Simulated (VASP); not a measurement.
# BN in VASP: further runs, part 2 of 3

VASP 6.6.1. Earlier steps stand in the parts before.

## 4. Single point, PBE+D3(BJ)

The input, INCAR:

```
SYSTEM = BN
ALGO     = Normal         ! electronic algorithm
DIPOL    = 0.5 0.5 0.500
EDIFF    = 1E-6           ! SCF threshold, eV
ENCUT    = 520            ! plane-wave cutoff, eV
GGA      = PE             ! functional
GGA_COMPAT= .False.      
IDIPOL   = 3            
ISIF     = 2              ! what is computed and relaxed
ISMEAR   = 0              ! smearing method
IVDW     = 12             ! dispersion correction
LASPH    = .True.         ! aspherical terms in the spheres
LCHARG   = .False.        ! write CHGCAR
LDIPOL   = .True.       
LREAL    = .False.        ! projectors in reciprocal space
LWAVE    = .False.        ! write WAVECAR
NBANDS   = 11             ! bands
NELM     = 120            ! most SCF steps
NELMDL   = -8           
PREC     = Accurate       ! precision mode
SIGMA    = 0.05           ! smearing width, eV
```

The input, KPOINTS:

```
k-points
0
Gamma
  15 15 1
  0 0 0
```

The input, POSCAR:

```
BN
1.0
    2.5087198325      0.0000000000      0.0000000000
   -1.2543599162      2.1726151059      0.0000000000
    0.0000000000      0.0000000000     20.0000000000
B N
1 1
Direct
    0.6666666667      0.3333333333      0.5000000011
    0.3333333333      0.6666666667      0.4999999989
```

Potentials or basis: VASP PAW PBE potentials, release 64 (B, N).

On the command line:

```
> cat potpaw_PBE.64/B/POTCAR potpaw_PBE.64/N/POTCAR > POTCAR
> mpirun -np 1 vasp_std > vasp.out
```

OUTCAR:

```text
SYSTEM = BN
   EDIFF = 1E-6
   ENCUT = 520
   GGA = PE
   ISIF = 2
   ISMEAR = 0
   IVDW = 12
   LASPH = .True.
   LREAL = .False.
   NELM = 120
   NELMDL = -8
   PREC = Accurate
 IVDW          = 12

 ion  position               nearest neighbor table
   1  0.667  0.333  0.500-   2 1.45   2 1.45   2 1.45
   2  0.333  0.667  0.500-   1 1.45   1 1.45   1 1.45

  LATTYP: Found a hexagonal cell.
 ALAT       =     2.5087198325
 C/A-ratio  =     7.9721935231

  Lattice vectors:

 A1 = (   2.5087198325,   0.0000000000,   0.0000000000)
 A2 = (  -1.2543599162,   2.1726151059,   0.0000000000)
 A3 = (   0.0000000000,   0.0000000000,  20.0000000000)

Analysis of symmetry for initial positions (statically):
=====================================================================
 Subroutine PRICEL returns:
 Original cell was already a primitive cell.

 Routine SETGRP: Setting up the symmetry group for a
 hexagonal supercell.

 Subroutine GETGRP returns: Found 12 space group operations
 (whereof 12 operations were pure point group operations)
 out of a pool of 24 trial point group operations.

The static configuration has the point symmetry D_3h.

Analysis of symmetry for dynamics (positions and initial velocities):
=====================================================================
 Subroutine PRICEL returns:
 Original cell was already a primitive cell.

 Routine SETGRP: Setting up the symmetry group for a
 hexagonal supercell.

 Subroutine GETGRP returns: Found 12 space group operations
 (whereof 12 operations were pure point group operations)
 out of a pool of 24 trial point group operations.

The dynamic configuration has the point symmetry D_3h.

 Subroutine INISYM returns: Found 12 space group operations
 (whereof 12 operations are pure point group operations),
 and found     1 'primitive' translations

----------------------------------------------------------------------------------------

                                     Primitive cell

  volume of cell :     109.0097

  direct lattice vectors                    reciprocal lattice vectors
     2.508719833  0.000000000  0.000000000     0.398609676  0.230137404  0.000000000
    -1.254359916  2.172615106  0.000000000     0.000000000  0.460274808  0.000000000
     0.000000000  0.000000000 20.000000000     0.000000000  0.000000000  0.050000000

  length of vectors
     2.508719833  2.508719832 20.000000000     0.460274808  0.460274808  0.050000000

  position of ions in fractional coordinates (direct lattice)
     0.666666667  0.333333333  0.500000001
     0.333333333  0.666666667  0.499999999

  ion indices of the primitive-cell ions
   primitive index   ion index
                 1           1
                 2           2

----------------------------------------------------------------------------------------

 KPOINTS: k-points

Automatic generation of k-mesh.
 Grid dimensions read from file:
 generate k-points for:   15   15    1

 Generating k-lattice:

  Cartesian coordinates                     Fractional coordinates (reciprocal lattice)
     0.026573978  0.015342494  0.000000000     0.066666667  0.000000000  0.000000000
[... 43 lines left out ...]
   total plane-waves  NPLWV =  60000
   dimension x,y,z NGX =    20 NGY =   20 NGZ =  150
   dimension x,y,z NGXF=    40 NGYF=   40 NGZF=  300
   ions per type =               1   1
   NGX,Y,Z   is equivalent  to a cutoff of  13.25, 13.25, 12.47 a.u.
   NGXF,Y,Z  is equivalent  to a cutoff of  26.51, 26.51, 24.94 a.u.
 SYSTEM =  BN
   PREC   = accura    normal or accurate (medium, high low for compatibility)
   ISTART =      0    job   : 0-new  1-cont  2-samecut
   ICHARG =      2    charge: 1-file 2-atom 10-const
   ISPIN  =      1    spin polarized calculation?
   LNONCOLLINEAR =      F non collinear calculations
   LSORBIT =      F    spin-orbit coupling
   LASPH  =      T    aspherical Exc in radial PAW
   ENCUT  =  520.0 eV  38.22 Ry    6.18 a.u.   4.66  4.66 37.19*2*pi/ulx,y,z
   NELM   =    120;   NELMIN=  2; NELMDL= -8     # of ELM steps
   EDIFF  = 0.1E-05   stopping-criterion for ELM
   LREAL  =      F    real-space projection
   EDIFFG = 0.1E-04   stopping-criterion for IOM
   NSW    =      0    number of steps for IOM
   IBRION =     -1    ionic relax: 0-MD 1-quasi-New 2-CG
   NFREE  =      0    steps in history (QN), initial steepest desc. (CG)
   ISIF   =      2    stress and relaxation
   ISYM   =      2    0-nonsym 1-usesym 2-fastsym
   POTIM  = 0.5000    time-step for ionic-motion
   TEBEG  =    0.0;   TEEND  =   0.0 temperature during run
   PSTRESS=    0.0 pullay stress
   NELECT =       8.0000    total number of electrons
   NUPDOWN=      -1.0000    fix difference up-down
   EMIN   =  10.00;   EMAX   =-10.00  energy-range for DOS
   EFERMI =   0.00;   METHOD = LEGACY
   ISMEAR =     0;   SIGMA  =   0.05  broadening in eV -4-tet -1-fermi 0-gaus
   EFERMI_NEDOS =   21; number of points for ismear=-14 and -15
   IALGO  =     38    algorithm
   IMIX   =      4    mixing-type and parameters
     AMIX     =   0.40;   BMIX     =  1.00
     AMIX_MAG =   1.60;   BMIX_MAG =  1.00
  volume/ion in A,a.u.               =      54.50       367.82
  Fermi-wavevector in a.u.,A,eV,Ry     =   0.685409  1.295235  6.391821  0.469786
  Thomas-Fermi vector in A             =   1.765342
   LORBIT       =      0    0 simple, 1 ext, 2 COOP (PROOUT), +10 PAW based schemes
   GGA     = PE    functional components
   LHFCALC =     F    Hartree Fock is set to
   AEXX    =    0.0000 exact exchange contribution
   IVDW    =    12    specifies the selected vdW correction
   LEPSILON=     F    determine dielectric tensor
   LRPA    =     F    only Hartree local field effects (RPA)
 non-spin polarized calculation
 Gauss-broadening in eV      SIGMA  =   0.05
  energy-cutoff  :      520.00
  volume of cell :      109.01
 maximum number of plane-waves:      2979
 NGX is ok and might be reduce to    20
   NGX =  9   NGY =  9   NGZ = 75

 number of electron       7.9999999 magnetization

 dipolmoment           0.000000      0.000000      0.000000 electrons x Angstroem

 Free energy of the ion-electron system (eV)
  ---------------------------------------------------
  ext. energy  EPLUGINS =         0.00000000
  ---------------------------------------------------
  free energy    TOTEN  =       -17.60030178 eV

  energy without entropy =      -17.60030178  energy(sigma->0) =      -17.60030178

 E-fermi :  -4.2428     XC(G=0):  -2.1171

 val. band max:       -4.4696355347   @ k =   0.3333   0.3333   0.0000
 cond. band min:       0.2031168176   @ k =   0.3333   0.3333   0.0000
 fundamental gap:      4.6727523523
 Fermi energy:        -4.2427622199

 k-point     1 :       0.0000    0.0000    0.0000
  band No.  band energies     occupation
      1     -22.1077      2.00000
      2      -9.6903      2.00000
      3      -5.8173      2.00000
      4      -5.8173      2.00000
      5       0.2171      0.00000
      6       1.1257      0.00000
      7       1.4783      0.00000
      8       2.3987      0.00000
      9       2.7591      0.00000
     10       4.4376      0.00000
     11       4.9163      0.00000
[... 309 lines left out ...]
 k-point    24 :       0.4000    0.2000    0.0000
  band No.  band energies     occupation
      1     -18.7084      2.00000
      2     -12.8839      2.00000
      3     -10.3849      2.00000
      4      -4.8710      2.00000
      5       0.3495      0.00000
      6       7.6265      0.00000
      7       8.4564      0.00000
      8       8.8135      0.00000
      9       9.6540      0.00000
     10      10.0166      0.00000
     11      10.3594      0.00000

 [... further k-points ...]

------------------------ aborting loop because EDIFF is reached ----------------------------------------

 vacuum level on the upper side and lower side of the slab       (xc-potential included)        -0.146        -0.146

 Edisp (eV)   -0.15422

 E8    (eV) :    -0.0495

  FORCE on cell =-STRESS in cart. coord.  units (eV):
  Direction    XX          YY          ZZ          XY          YZ          ZX
  --------------------------------------------------------------------------------------
  -------------------------------------------------------------------------------------
  Total       0.02286     0.02286    -0.01919     0.00000     0.00000     0.00000
  in kB       0.33594     0.33594    -0.28204     0.00000     0.00000     0.00000
  external pressure =        0.13 kB  Pullay stress =        0.00 kB

 VOLUME and BASIS-vectors are now :
 -----------------------------------------------------------------------------
  energy-cutoff  :      520.00
  volume of cell :      109.01
      direct lattice vectors                 reciprocal lattice vectors
     2.508719833  0.000000000  0.000000000     0.398609676  0.230137404  0.000000000
    -1.254359916  2.172615106  0.000000000     0.000000000  0.460274808  0.000000000
     0.000000000  0.000000000 20.000000000     0.000000000  0.000000000  0.050000000

 POSITION                                       TOTAL-FORCE (eV/Angst)
 -----------------------------------------------------------------------------------
      1.25436      0.72421     10.00000         0.000000     -0.000000      0.000000
     -0.00000      1.44841     10.00000        -0.000000      0.000000      0.000000
 -----------------------------------------------------------------------------------
    total drift:                                0.000000     -0.000000      0.000017

  FREE ENERGIE OF THE ION-ELECTRON SYSTEM (eV)
  ---------------------------------------------------
  free  energy   TOTEN  =       -17.7545245534 eV

  energy  without entropy=      -17.7545245534  energy(sigma->0) =      -17.75452455

 vacuum level on the upper side and lower side of the slab         1.268         1.268
```

It took 66 s on 1 thread of Intel Xeon Platinum 8375C at 2.90GHz (Ice Lake), shared host; peak memory 0.24 GiB.

Results:

```
Free energy                : -17.7545 eV
Band gap on the k mesh     : 4.67 eV
Dispersion energy per atom : -0.077 eV
```

Levels at points of the mesh, in eV from the valence-band top:
| k point | band 1 | band 2 | band 3 | band 4 | band 5 | band 6 | band 7 | band 8 |
| --- | --- | --- | --- | --- | --- | --- | --- | --- |
| (0.00, 0.00, 0.00) | -17.64 | -5.22 | -1.35 | -1.35 | 4.69 | 5.60 | 5.95 | 6.87 |

## 5. Relaxation of the atoms, PBE+D3(BJ)

The input, INCAR:

```
PREC = Accurate
ENCUT = 520
EDIFF = 1E-7
ISMEAR = 0
SIGMA = 0.05
LREAL = False
LASPH = True
NELM = 120
ALGO = Normal
ISIF = 2
LWAVE = False
LCHARG = False
LDIPOL = True
IDIPOL = 3
DIPOL = 0.5 0.5 0.500
GGA = PE
IVDW = 12
IBRION = 2
NSW = 60
EDIFFG = -0.04
GGA_COMPAT = False
NELMIN = 4
NELMDL = -8
```

The input, KPOINTS:

```
regular mesh
0
Gamma
  12 12 1
```

POSCAR: that of step 4 with these lines changed.

```diff
@@ -4,3 +4,3 @@
    -1.2543599162      2.1726151059      0.0000000000
-    0.0000000000      0.0000000000     20.0000000000
+    0.0000000000      0.0000000000     20.0000000422
 B N
```

On the command line:

```
> cat potpaw_PBE.64/B/POTCAR potpaw_PBE.64/N/POTCAR > POTCAR
> mpirun -np 1 vasp_std > vasp.out
```

Wall time 50 s (1 thread of Intel Xeon Platinum 8375C at 2.90GHz (Ice Lake), shared host); peak memory 0.23 GiB.

Results (log left out):

| Property | Result |
| --- | --- |
| Free energy | -17.7545 eV |
| Band gap on the k mesh | 4.67 eV |
| Dispersion energy per atom | -0.077 eV |

Final structure:
```cif
data_structure
_symmetry_space_group_name_H-M 'P 1'
_symmetry_Int_Tables_number 1
_cell_length_a 2.5087
_cell_length_b 2.5087
_cell_length_c 20.0000
_cell_angle_alpha 90.000
_cell_angle_beta 90.000
_cell_angle_gamma 120.000
_cell_volume 109.01
loop_
_atom_site_label
_atom_site_type_symbol
_atom_site_fract_x
_atom_site_fract_y
_atom_site_fract_z
_atom_site_occupancy
B1 B 0.66667 0.33333 0.50000 1
N1 N 0.33333 0.66667 0.50000 1
```

Levels at points of the mesh, in eV from the valence-band top:
```
           k point  band 1  band 2  band 3  band 4  band 5  band 6  band 7  band 8
(0.00, 0.00, 0.00)  -17.64   -5.22   -1.35   -1.35    4.69    5.60    5.97    6.87
(0.50, 0.00, 0.00)  -14.57   -8.87   -4.13   -0.90    4.79    9.70   12.46   12.90
```

Caveat: the relaxation stopped at its first step, so nothing moved.

(Continued in part 3 of 3.)
